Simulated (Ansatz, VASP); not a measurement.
Two plane-wave programs on ZnO

POSCAR

```
ZnO
1.0
    3.2493987239      0.0000000000      0.0000000000
   -1.6246993619      2.8140618419      0.0000000000
    0.0000000000      0.0000000000      5.2038000000
Zn O
2 2
Direct
    0.3333333333      0.6666666667      0.0000000000
    0.6666666667      0.3333333333      0.5000000000
    0.3333333333      0.6666666667      0.3724916369
    0.6666666667      0.3333333333      0.8724916369
```

INCAR.step1

```
  PREC = Accurate
  ENCUT = 520
  ISMEAR = 0
  SIGMA = 0.05
  LREAL = F
  LASPH = T
  NELM = 60
  NBANDS = 26
  GGA = PE
  ALGO = Normal
  EDIFF = 1E-4
  LWAVE = T
  LCHARG = F
```

INCAR.step2

```
  PREC = Accurate
  ENCUT = 520
  EDIFF = 1E-6
  ISMEAR = 0
  SIGMA = 0.05
  LREAL = F
  LASPH = T
  NELM = 60
  ALGO = Normal
  ISIF = 2
  LWAVE = F
  LCHARG = F
  METAGGA = R2SCAN
  LMIXTAU = T
  NBANDS = 26
  ISTART = 1
```

File KPOINTS:

```
regular mesh
0
Gamma
  12 12 6
```

Input for Ansatz:

```yaml
crystal:
  lattice:
    - [3.2493987239, 0.0, 0.0]
    - [-1.6246993619, 2.8140618419, 0.0]
    - [0.0, 0.0, 5.2038]
  atoms:
    - { symbol: Zn, position: [0.3333333333, 0.6666666667, 0.0] }
    - { symbol: Zn, position: [0.6666666667, 0.3333333333, 0.5] }
    - { symbol: O, position: [0.3333333333, 0.6666666667, 0.3724916369] }
    - { symbol: O, position: [0.6666666667, 0.3333333333, 0.8724916369] }
basis:
  ecutwfc: 500
kpoints:
  mp_grid: { grid: [12, 12, 6] }
hamiltonian:
  xc: r2scan
scf:
  occupations: { method: gaussian, width: 0.05 }
output:
  forces: true
  stress: true
  eigenvalues: true
```

Change from the starting cell: all O atoms moved -0.050 Å, as atom 3 along Cartesian [0 0 1].

Alike in both runs: task single point; functional r2SCAN; k mesh 12 × 12 × 6; occupations gaussian, width 0.05 eV; no spin polarisation.

|  | VASP | Ansatz |
| --- | --- | --- |
| version | VASP 6.6.1 | Ansatz 0.2.0 |
| potentials or method | VASP PAW PBE potentials, release 64 (Zn, O), cutoff 520 eV | scalar-relativistic, plane waves, PAW |
| valence electrons in the cell | 36 | 36 |

Ansatz gave:

| Quantity | Value |
| --- | --- |
| gap on the k mesh at the Fermi level (eV) | 1.25 |
| least direct gap on the mesh (eV) | 1.25 |
| pressure (GPa) | -0.9 |
| traceless stress, the component that is largest in VASP (GPa) | 3.36 |
| rms of the force components (eV/Å) | 0.194 |

**Question.** Estimate VASP's values.

**Answer.** gap on the k mesh at the Fermi level (eV): 1.24; least direct gap on the mesh (eV): 1.24; pressure (GPa): 0.1; traceless stress, the component that is largest in VASP (GPa): 3.60; rms of the force components (eV/Å): 0.208.

VASP's potentials were made for PBE, not for r2SCAN. Atom by atom the forces differ by 0.014 eV/Å (rms over components).
